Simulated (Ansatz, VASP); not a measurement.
## Cs2GaAg in VASP and in Ansatz

```xyz
4
Lattice="6.0342 0.0000 0.0000 -3.0171 5.2258 0.0000 0.0000 0.0000 6.4619" Properties=species:S:1:pos:R:3 pbc="T T T"
Cs    3.0171    1.7419    4.6647
Cs    0.0000    3.4839    1.7972
Ga    0.0000    0.0000    0.0000
Ag    0.0000    0.0000    3.2310
```

Change from the starting cell: species swapped into the TmAgTe2 type (P-3m1, No. 164).

Alike in both runs: functional PBE; k mesh 6 × 6 × 2; occupations gaussian, width 0.1 eV; no spin polarisation.

Ansatz relaxed the structure, and its values are those at the end. VASP's run is a single point on that final structure, the one shown.

```csv
,VASP,Ansatz
version,VASP 6.6.1,Ansatz 0.2.0
potentials or method,"VASP PAW PBE potentials, release 64 (Cs_sv, Ga_d, Ag), cutoff 520 eV","scalar-relativistic, plane waves, PAW"
valence electrons in the cell,42,50
```

```csv
,VASP,Ansatz,Ansatz less VASP
gap on the k mesh at the Fermi level (eV),none,none,-
pressure (GPa),0.0,0.0,-0.02
rms of the force components (eV/Å),0.004,0.005,+0.0011
```

A gap of «none» marks a metal or a gap that the smearing closes. VASP's potentials hold 42 valence electrons a cell and Ansatz's 50, so a difference there can come from the potentials and not from the codes.

The k mesh is coarse, so the values compare programs but aren't converged. Neither program's run includes spin-orbit coupling.
